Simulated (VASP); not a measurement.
The system is Fe.

```
CELL_PARAMETERS angstrom
-1.44300 1.44300 1.44300
1.44300 -1.44300 1.44300
1.44300 1.44300 -1.44300
ATOMIC_POSITIONS crystal
Fe 0.00000 0.00000 0.00000
```

Base run:

| Item | Value |
| --- | --- |
| Program | VASP 6.6.1 |
| Functional | PBE |
| Potentials or basis | VASP PAW PBE potentials, release 64 (Fe) |
| Cutoff | 520 eV |
| k mesh | 11 × 11 × 11 |
| Occupations | fermi-dirac, width 0.05 eV |
| Spin | collinear spin, ferromagnetic start |
| Starting moments | [1.5] μB |
| Fixed moment | 1.5 μB |

Its results: pressure -19.5 GPa; site moments Fe +1.52 μB.

Problem. The run is repeated on the same cell with these changes: functional from PBE to PBEsol. What comes out?

Solution. Pressure -28.0 GPa; site moments Fe +1.52 μB.

PBEsol binds more tightly than PBE, so the same cell stands under less pressure.

Caveats: the total moment is fixed, so each spin has its own Fermi level; the PAW data sets were made with another functional, which shifts forces and pressure a little (some runs).
